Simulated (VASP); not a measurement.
Wanted: the native input for a VASP 6.6.1 run.

```yaml
Task: electric field gradients
Functional: PBE
Potentials_or_basis: VASP PAW PBE potentials, release 64 (Rb_sv, Cd)
Cutoff: 520 eV
k_mesh: 7 × 7 × 7
Occupations: fermi-dirac, width 0.05 eV
Spin: no spin polarisation
Dipole_correction: no
Further_INCAR_settings: ALGO = Normal; EDIFF = 1e-08; NBANDS = 29
```

The structure of RbCd (NaTl type) lies in POSCAR:

```
RbCd
1.0
    0.0000000000      4.3861517179      4.3861517179
    4.3861517179      0.0000000000      4.3861517179
    4.3861517179      4.3861517179      0.0000000000
Rb Cd
2 2
Direct
    0.1250000000      0.1250000000      0.1250000000
   -0.1250000000     -0.1250000000     -0.1250000000
    0.3750000000      0.3750000000      0.3750000000
   -0.3750000000     -0.3750000000     -0.3750000000
```

The input as run:

INCAR

```
PREC = Accurate
ENCUT = 520
EDIFF = 1E-8
ISMEAR = -1
SIGMA = 0.05
LREAL = False
LASPH = True
NELM = 100
ALGO = Normal
ISIF = 2
LWAVE = False
LCHARG = False
GGA = PE
LEFG = True
NBANDS = 29
```

KPOINTS

```
Automatic mesh
0
Gamma
  7 7 7
```

Potentials or basis: VASP PAW PBE potentials, release 64 (Rb_sv, Cd).

Run with:

```bash
$ cat potpaw_PBE.64/Rb_sv/POTCAR potpaw_PBE.64/Cd/POTCAR > POTCAR
$ mpirun -np 1 vasp_std > vasp.out
```

Results of the run:

```json
{
 "Pressure": "0.0 GPa",
 "Band gap on the k mesh": "zero (bands 21 and 22 overlap by 1.07 eV)",
 "Largest electric field gradient by atom": "zero within the noise of the run"
}
```

Run time: 74 s on 1 thread of Intel(R) Xeon(R) Platinum 8488C (Sapphire Rapids) (shared host), peak memory 0.35 GiB.
